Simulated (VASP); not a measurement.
# MgO2 (I4/mcm) in VASP: a series of runs, part 2 of 2

VASP 6.6.1. Earlier steps stand in the parts before.

### 4 Single point, r2SCAN

POSCAR reads:

```
MgO2
1.0
   -2.0012574142      2.0012574142      2.3638417177
    2.0012574142     -2.0012574142      2.3638417177
    2.0012574142      2.0012574142     -2.3638417177
Mg O
2 4
Direct
    0.2500000000      0.2500000000      0.0000000000
    0.7500000000      0.7500000000      0.0000000000
    0.1236222421      0.6236222421      0.7472444843
    0.6236222421      0.8763777579      0.5000000000
    0.8763777579      0.3763777579      0.2527555157
    0.3763777579      0.1236222421      0.5000000000
```

INCAR.step1 reads:

```
PREC = Accurate ; ENCUT = 660
ISMEAR = 0 ; SIGMA = 0.02
LREAL = False ; LASPH = True
NELM = 120 ; NBANDS = 23
GGA = PE ; ALGO = Normal
EDIFF = 1E-5 ; LWAVE = True
LCHARG = False ; GGA_COMPAT = False
```

INCAR.step2 reads:

```
PREC = Accurate ; ENCUT = 660
EDIFF = 1E-6 ; ISMEAR = 0
SIGMA = 0.02 ; LREAL = False
LASPH = True ; NELM = 120
ALGO = Normal ; ISIF = 2
LWAVE = False ; LCHARG = True
METAGGA = R2SCAN ; LMIXTAU = True
LELF = True ; LVHAR = True
NBANDS = 23 ; ISTART = 1
GGA_COMPAT = False
```

KPOINTS reads:

```
Automatic mesh
0
Gamma
  8 8 8
```

Potentials or basis: VASP PAW PBE potentials, release 64 (Mg, O).

On the command line:

```bash
$ cat potpaw_PBE.64/Mg/POTCAR potpaw_PBE.64/O/POTCAR > POTCAR
$ cp INCAR.step1 INCAR
$ mpirun -np 1 vasp_std > vasp.out
$ cp INCAR.step2 INCAR
$ mpirun -np 1 vasp_std > vasp.out
```

OUTCAR:

```text
PREC = Accurate
   ENCUT = 660
   EDIFF = 1E-6
   ISMEAR = 0
   LREAL = False
   LASPH = True
   NELM = 120
   ISIF = 2
   METAGGA = R2SCAN
   ISTART = 1

 ion  position               nearest neighbor table
   1  0.250  0.250  0.000-   3 1.98   5 1.98   6 1.98   6 1.98   4 1.98   4 1.98   3 1.98   5 1.98
                             2 2.36   2 2.36   4 2.81   4 2.81   6 2.81   6 2.81   5 2.81   3 2.81
   2  0.750  0.750  0.000-   3 1.98   5 1.98   4 1.98   4 1.98   6 1.98   6 1.98   5 1.98   3 1.98
                             1 2.36   1 2.36   6 2.81   6 2.81   4 2.81   4 2.81   5 2.81   3 2.81
   3  0.124  0.624  0.747-   5 1.40   2 1.98   1 1.98   1 1.98   2 1.98   2 2.81   1 2.81   1 2.81
                             2 2.81
   4  0.624  0.876  0.500-   6 1.40   2 1.98   2 1.98   1 1.98   1 1.98   1 2.81   1 2.81   2 2.81
                             2 2.81
   5  0.876  0.376  0.253-   3 1.40   2 1.98   1 1.98   2 1.98   1 1.98   1 2.81   2 2.81   2 2.81
                             1 2.81
   6  0.376  0.124  0.500-   4 1.40   1 1.98   1 1.98   2 1.98   2 1.98   2 2.81   2 2.81   1 2.81
                             1 2.81

  LATTYP: Found a body centered tetragonal cell.
 ALAT       =     4.0025148284
 C/A-ratio  =     1.1811782437

  Lattice vectors:

 A1 = (  -2.0012574142,   2.0012574142,   2.3638417177)
 A2 = (   2.0012574142,  -2.0012574142,   2.3638417177)
 A3 = (   2.0012574142,   2.0012574142,  -2.3638417177)

Analysis of symmetry for initial positions (statically):
=====================================================================
 Subroutine PRICEL returns:
 Original cell was already a primitive cell.

 Routine SETGRP: Setting up the symmetry group for a
 body centered tetragonal supercell.

 Subroutine GETGRP returns: Found 16 space group operations
 (whereof  8 operations were pure point group operations)
 out of a pool of 16 trial point group operations.

The static configuration has the point symmetry C_4h.
 The point group associated with its full space group is D_4h.

Analysis of symmetry for dynamics (positions and initial velocities):
=====================================================================
 Subroutine PRICEL returns:
 Original cell was already a primitive cell.
[... 143 lines left out ...]
   LHFCALC =     F    Hartree Fock is set to
   AEXX    =    0.0000 exact exchange contribution
   IVDW    =     0    specifies the selected vdW correction
   LEPSILON=     F    determine dielectric tensor
   LRPA    =     F    only Hartree local field effects (RPA)
 non-spin polarized calculation
 Gauss-broadening in eV      SIGMA  =   0.02
  energy-cutoff  :      660.00
  volume of cell :       37.87
 maximum number of plane-waves:      1478
   NGX = 15   NGY = 15   NGZ = 15

 number of electron      28.0000009 magnetization

 Free energy of the ion-electron system (eV)
  ---------------------------------------------------
  ext. energy  EPLUGINS =         0.00000000
  ---------------------------------------------------
  free energy    TOTEN  =       -39.32193643 eV

  energy without entropy =      -39.32193643  energy(sigma->0) =      -39.32193643

 E-fermi :   8.3661     XC(G=0): -13.7989

 val. band max:        8.2309555775   @ k =   0.5000   0.5000   0.5000
 cond. band min:      12.8304677345   @ k =  -0.2500   0.2500   0.0000
 fundamental gap:      4.5995121570
 Fermi energy:         8.3661142954

 k-point     1 :       0.0000    0.0000    0.0000
  band No.  band energies     occupation
      1     -18.6040      2.00000
      2     -15.3920      2.00000
      3      -9.2312      2.00000
      4      -9.2312      2.00000
      5      -0.7227      2.00000
      6      -0.6511      2.00000
[... 613 lines left out ...]
     22      22.8125      0.00000
     23      27.7905      0.00000

 [... further k-points ...]

------------------------ aborting loop because EDIFF is reached ----------------------------------------

  FORCE on cell =-STRESS in cart. coord.  units (eV):
  Direction    XX          YY          ZZ          XY          YZ          ZX
  --------------------------------------------------------------------------------------
  -------------------------------------------------------------------------------------
  Total       22.1416716     22.1416716     21.7136340      0.0000000     -0.0000000      0.0000000
  in kB      936.7780276    936.7780276    918.6684539      0.0000000     -0.0000000      0.0000000
  external PRESSURE =     930.7415031 kB  Pullay stress =       0.0000000 kB

 VOLUME and BASIS-vectors are now :
 -----------------------------------------------------------------------------
  energy-cutoff  :      660.00
  volume of cell :       37.87
      direct lattice vectors                 reciprocal lattice vectors
    -2.001257414  2.001257414  2.363841718     0.000000000  0.249842922  0.211520085
     2.001257414 -2.001257414  2.363841718     0.249842922  0.000000000  0.211520085
     2.001257414  2.001257414 -2.363841718     0.249842922  0.249842922  0.000000000

 POSITION                                       TOTAL-FORCE (eV/Angst)
 -----------------------------------------------------------------------------------
      0.00000      0.00000      1.18192        -0.000000     -0.000000     -0.000000
      0.00000      0.00000      3.54576        -0.000000     -0.000000     -0.000000
      2.49606      0.49480     -0.00000         0.245261      0.245261     -0.000000
      1.50646      0.49480      2.36384        -0.245261      0.245261      0.000000
     -0.49480      1.50646      2.36384        -0.245261     -0.245261      0.000000
      0.49480      1.50646      0.00000         0.245261     -0.245261     -0.000000
 -----------------------------------------------------------------------------------
    total drift:                               -0.000000      0.000000      0.000000

  FREE ENERGIE OF THE ION-ELECTRON SYSTEM (eV)
  ---------------------------------------------------
  free  energy   TOTEN  =       -39.3219364258 eV

  energy  without entropy=      -39.3219364258  energy(sigma->0) =      -39.32193643
```

OSZICAR.step1:

```text
N       E                     dE             d eps       ncg     rms          rms(c)
DAV:   1     0.170350438940E+03    0.17035E+03   -0.18169E+04  2714   0.145E+03
DAV:   2    -0.237208756642E+02   -0.19407E+03   -0.18658E+03  3491   0.310E+02
DAV:   3    -0.309806761024E+02   -0.72598E+01   -0.72280E+01  3393   0.579E+01
DAV:   4    -0.310111970043E+02   -0.30521E-01   -0.30520E-01  2945   0.417E+00
DAV:   5    -0.310113143429E+02   -0.11734E-03   -0.11734E-03  3408   0.248E-01    0.125E+01
DAV:   6    -0.285134552973E+02    0.24979E+01   -0.36956E+00  3148   0.144E+01    0.553E+00
DAV:   7    -0.281835177120E+02    0.32994E+00   -0.76462E-01  3162   0.676E+00    0.217E+00
DAV:   8    -0.281651548193E+02    0.18363E-01   -0.79337E-02  2945   0.241E+00    0.327E-01
DAV:   9    -0.281650999805E+02    0.54839E-04   -0.11889E-02  3225   0.801E-01    0.146E-01
DAV:  10    -0.281649616421E+02    0.13834E-03   -0.67067E-04  3085   0.214E-01    0.404E-02
DAV:  11    -0.281649813185E+02   -0.19676E-04   -0.57216E-05  3126   0.658E-02    0.148E-02
DAV:  12    -0.281649794024E+02    0.19161E-05   -0.90770E-06  1728   0.233E-02
   1 F= -.28164979E+02 E0= -.28164979E+02  d E =-.445273E-28
```

Run time: 4.3 min. Hardware: 1 thread of Intel Xeon 8259CL, shared host; peak memory 0.23 GiB.

What came out:

- Free energy: -39.3219 eV
- Pressure: 93.1 GPa
- Largest force: 0.347 eV/Å
- Band gap on the k mesh: 4.60 eV (least direct gap 5.60 eV)

Forces in eV/Å, atoms in the order of the input:
```
Mg   0.000  0.000  0.000
Mg   0.000  0.000  0.000
O    0.245  0.245  0.000
O   -0.245  0.245  0.000
O   -0.245 -0.245  0.000
O    0.245 -0.245  0.000
```

Stress tensor (GPa, compression positive):
```
93.68  0.00  0.00
 0.00 93.68  0.00
 0.00  0.00 91.87
```

Caveat: the cell stands under pressure; the PAW data sets were made with another functional, which shifts forces and pressure a little. A k mesh can miss the band edges.

### 5 Relaxation of cell and atoms, r2SCAN, target pressure 93.5 GPa, at which the enthalpy is minimised

This run uses another cell than the first one, of 8.63 Å³/atom.

POSCAR reads:

```
MgO2
1.0
   -2.2358364300      2.2358364300      2.5899110000
    2.2358364300     -2.2358364300      2.5899110000
    2.2358364300      2.2358364300     -2.5899110000
Mg O
2 4
Direct
    0.2500000000      0.2500000000      0.0000000000
    0.7500000000      0.7500000000      0.0000000000
    0.1151000000      0.6151000000      0.7302000000
    0.6151000000      0.8849000000      0.5000000000
    0.8849000000      0.3849000000      0.2698000000
    0.3849000000      0.1151000000      0.5000000000
```

INCAR.step1 reads:

```
ALGO = Normal
EDIFF = 1E-5
EDIFFG = -0.005
ENCUT = 660
GGA = PE
GGA_COMPAT = F
IBRION = 2
ISIF = 3
ISMEAR = 0
LASPH = T
LCHARG = F
LREAL = F
LWAVE = T
NELM = 120
NELMIN = 4
NSW = 100
PREC = Accurate
SIGMA = 0.1
```

INCAR.step2 reads:

```
ALGO = Normal
EDIFF = 1E-7
EDIFFG = -0.05
ENCUT = 660
GGA_COMPAT = F
IBRION = 2
ISIF = 3
ISMEAR = 0
ISTART = 1
LASPH = T
LCHARG = F
LMIXTAU = T
LREAL = F
LWAVE = F
METAGGA = R2SCAN
NELM = 120
NELMIN = 4
NSW = 100
PREC = Accurate
PSTRESS = 935.0
SIGMA = 0.1
```

KPOINTS reads:

```
k-points
0
Gamma
  6 6 6
```

On the command line:

```bash
$ cat potpaw_PBE.64/Mg/POTCAR potpaw_PBE.64/O/POTCAR > POTCAR
$ cp INCAR.step1 INCAR
$ mpirun -np 1 vasp_std > vasp.out
$ cp INCAR.step2 INCAR
$ mpirun -np 1 vasp_std > vasp.out
```

Wall time 42 min (1 thread of Intel Xeon 8259CL, shared host); peak memory 0.25 GiB.

Results (log left out):

- Free energy: -39.3406 eV
- Relaxed volume: 6.30 Å³/atom
- Relaxed cell: a = 3.686 Å, b = 3.686 Å, c = 3.686 Å, α = 114.22°, β = 114.22°, γ = 100.35°
- Space group after relaxing (to 0.1 Å): I4/mcm (No. 140)
- Energy change on relaxing (the run minimises the enthalpy): +465.0 meV/atom
- Ionic steps: 13
- Pressure after relaxing: 93.7 GPa
- Largest force after relaxing: 0.030 eV/Å
- Band gap on the k mesh: 4.49 eV (least direct gap 5.44 eV)

Forces in eV/Å, atoms in the order of the input:
```
Mg   0.000  0.000  0.000
Mg   0.000  0.000  0.000
O   -0.021 -0.021  0.000
O    0.021 -0.021  0.000
O    0.021  0.021  0.000
O   -0.021  0.021  0.000
```

Stress tensor (GPa, compression positive):
```
93.37  0.00  0.00
 0.00 93.37  0.00
 0.00  0.00 94.27
```

Step by step:
| step | energy change (eV) | largest force (eV/Å) | pressure (GPa) | volume (Å³) |
| --- | --- | --- | --- | --- |
| 1 | 0.0000 | 1.1406 | -1.34 | 51.79 |
| 2 | 36.7670 | 8.3967 | 849.63 | 22.12 |
| 3 | 1.9518 | 3.8594 | 71.90 | 40.17 |
| 4 | 2.5401 | 4.1219 | 86.43 | 38.92 |
| 5 | 3.0301 | 4.3174 | 98.07 | 38.03 |
| 6 | 6.9748 | 5.4318 | 147.70 | 34.91 |
| 7 | 3.1361 | 0.1301 | 101.75 | 37.26 |
| 8 | 3.1270 | 0.2009 | 101.61 | 37.28 |
| 9 | 2.3401 | 0.1097 | 82.83 | 38.65 |
| 10 | 2.7793 | 0.0649 | 93.42 | 37.85 |
| 11 | 2.7860 | 0.0675 | 93.58 | 37.83 |
| 12 | 2.7917 | 0.0607 | 93.69 | 37.82 |
| 13 | 2.7902 | 0.0298 | 93.67 | 37.83 |

Final structure:
```
Mg O
1.0
    -2.00153    2.00153    2.36054
     2.00153   -2.00153    2.36054
     2.00153    2.00153   -2.36054
Mg O
2 4
Direct
  0.25000 0.25000 0.00000
  0.75000 0.75000 0.00000
  0.12445 0.62445 0.74889
  0.62445 0.87555 0.50000
  0.87555 0.37555 0.25111
  0.37555 0.12445 0.50000
```

Levels at points of the mesh, in eV from the valence-band top:
```tsv
k point	band 12	band 13	band 14	band 15	band 16	band 17
(0.00, 0.00, 0.00)	-3.90	-3.90	-0.53	5.93	5.93	9.40
(0.50, 0.00, 0.00)	-2.87	-2.41	-2.41	4.57	4.57	12.25
(0.50, 0.50, 0.00)	-2.92	-2.63	-1.65	5.21	5.64	11.82
(0.50, 0.50, 0.50)	-1.69	-1.69	0.00	5.67	5.67	13.49
```

Caveat: the cell is relaxed towards a set pressure, so the run minimises the enthalpy, not the energy; the volume moved by over 15 % at a fixed basis, so the end points are rough; the PAW data sets were made with another functional, which shifts forces and pressure a little; the relaxation stopped at a loose force limit of 0.05 eV/Å, so its end isn't a converged minimum. A k mesh can miss the band edges.

### 6 Relaxation of cell and atoms, r2SCAN, target pressure 93.5 GPa, at which the enthalpy is minimised

POSCAR reads:

```
MgO2
1.0
   -2.0008843491      2.0008843491      2.3643984468
    2.0008843491     -2.0008843491      2.3643984468
    2.0008843491      2.0008843491     -2.3643984468
Mg O
2 4
Direct
    0.2500000000      0.2500000000      0.0000000000
    0.7500000000      0.7500000000      0.0000000000
    0.1236170697      0.6236170697      0.7472341394
    0.6236170697      0.8763829303      0.5000000000
    0.8763829303      0.3763829303      0.2527658606
    0.3763829303      0.1236170697      0.5000000000
```

INCAR.step1 reads:

```
ALGO = Normal ; EDIFF = 1E-5
EDIFFG = -0.005 ; ENCUT = 660
GGA = PE ; GGA_COMPAT = F
IBRION = 2 ; ISIF = 3
ISMEAR = 0 ; LASPH = T
LCHARG = F ; LREAL = F
LWAVE = T ; NELM = 120
NELMIN = 4 ; NSW = 100
PREC = Accurate ; SIGMA = 0.02
```

INCAR.step2 reads:

```
ALGO = Normal ; EDIFF = 1E-7
EDIFFG = -0.002 ; ENCUT = 660
GGA_COMPAT = F ; IBRION = 2
ISIF = 3 ; ISMEAR = 0
ISTART = 1 ; LASPH = T
LCHARG = F ; LMIXTAU = T
LREAL = F ; LWAVE = F
METAGGA = R2SCAN ; NELM = 120
NELMIN = 4 ; NSW = 100
PREC = Accurate ; PSTRESS = 935.0
SIGMA = 0.02
```

KPOINTS reads:

```
k-points
0
Gamma
  8 8 8
```

Potentials or basis: VASP PAW PBE potentials, release 64 (Mg, O).

On the command line:

```bash
$ cat potpaw_PBE.64/Mg/POTCAR potpaw_PBE.64/O/POTCAR > POTCAR
$ cp INCAR.step1 INCAR
$ mpirun -np 1 vasp_std > vasp.out
$ cp INCAR.step2 INCAR
$ mpirun -np 1 vasp_std > vasp.out
```

Run time: 16 min. Hardware: 1 thread of Intel Xeon 8259CL, shared host; peak memory 0.24 GiB.

It converged, with:

```
Free energy                                                : -39.2877 eV
Relaxed volume                                             : 6.30 Å³/atom
Relaxed cell                                               : a = 3.685 Å, b = 3.685 Å, c = 3.685 Å, α = 114.25°, β = 114.25°, γ = 100.29°
Space group after relaxing (to 0.1 Å)                      : I4/mcm (No. 140)
Energy change on relaxing (the run minimises the enthalpy) : +5.2 meV/atom
Ionic steps                                                : 5
Pressure after relaxing                                    : 93.5 GPa
Band gap on the k mesh                                     : 4.47 eV (least direct gap 5.47 eV)
```

Step by step:
```
step  energy change (eV)  largest force (eV/Å)  pressure (GPa)  volume (Å³)
   1              0.0000                0.3559           93.18        37.86
   2              0.0609                0.8836           92.57        37.80
   3              0.0073                0.0025           92.94        37.85
   4              0.0681                0.0010           94.39        37.74
   5              0.0311                0.0011           93.51        37.80
```

Final structure:
```
Mg O
1.0
    -2.00050    2.00050    2.36161
     2.00050   -2.00050    2.36161
     2.00050    2.00050   -2.36161
Mg O
2 4
Cartesian
  0.0000 0.0000 1.1808
  0.0000 0.0000 3.5424
  2.4984 0.4979 0.0000
  1.5026 0.4979 2.3616
  -0.4979 1.5026 2.3616
  0.4979 1.5026 0.0000
```

Levels at points of the mesh, in eV from the valence-band top:
| k point | band 10 | band 11 | band 12 | band 13 | band 14 | band 15 | band 16 | band 17 | band 18 |
| --- | --- | --- | --- | --- | --- | --- | --- | --- | --- |
| (0.00, 0.00, 0.00) | -5.58 | -4.84 | -3.91 | -3.91 | -0.53 | 5.94 | 5.94 | 9.38 | 12.77 |
| (0.50, 0.00, 0.00) | -5.11 | -2.88 | -2.88 | -2.42 | -2.42 | 4.58 | 4.58 | 12.24 | 12.24 |
| (0.50, 0.50, 0.00) | -4.56 | -4.50 | -2.92 | -2.64 | -1.66 | 5.22 | 5.65 | 11.79 | 11.88 |
| (0.50, 0.50, 0.50) | -7.05 | -4.26 | -1.69 | -1.69 | 0.00 | 5.68 | 5.68 | 13.47 | 14.27 |

Caveat: the cell is relaxed towards a set pressure, so the run minimises the enthalpy, not the energy; the PAW data sets were made with another functional, which shifts forces and pressure a little.

### 7 The runs side by side

| task | cell | k mesh | smearing | gap on the mesh (eV) | pressure (GPa) | largest force (eV/Å) |
| --- | --- | --- | --- | --- | --- | --- |
| single point | a = 3.687 Å, angles 114.3, 114.3, 100.2°, 6 atoms, atomic positions A | 6 × 6 × 6 | gaussian 0.1 eV | 4.64 | 93.2 | 0.36 |
| single point | a = 4.087 Å, angles 113.7, 113.7, 101.4°, 6 atoms, atomic positions B | 6 × 6 × 6 | gaussian 0.1 eV | 3.94 | -1.3 | 1.14 |
| single point | a = 3.688 Å, angles 114.3, 114.3, 100.3°, 6 atoms, atomic positions A | 8 × 8 × 8 | gaussian 0.02 eV | 4.60 | 93.1 | 0.35 |
| relaxation of cell and atoms | relaxed to 93.5 GPa from a = 4.087 Å, angles 113.7, 113.7, 101.4°, 6 atoms, atomic positions B | 6 × 6 × 6 | gaussian 0.1 eV | 4.49 | 93.7 | 0.03 |
| relaxation of cell and atoms | relaxed to 93.5 GPa from a = 3.687 Å, angles 114.3, 114.3, 100.2°, 6 atoms, atomic positions A | 8 × 8 × 8 | gaussian 0.02 eV | 4.47 | 93.5 | - |

Alike in all rows: level r2SCAN; potentials or basis VASP PAW PBE potentials, release 64 (Mg, O); no spin polarisation; cutoff (eV) 660.

Caveats: the PAW data sets were made with another functional, which shifts forces and pressure a little; the cell stands under pressure (at least some runs); the cell is relaxed towards a set pressure, so the run minimises the enthalpy, not the energy (at least some runs); the volume moved by over 15 % at a fixed basis, so the end points are rough (at least some runs); the relaxation stopped at a loose force limit of 0.05 eV/Å, so its end isn't a converged minimum (at least some runs).

Total energies depend on the potentials used, so only differences within one code and one set of settings carry meaning.
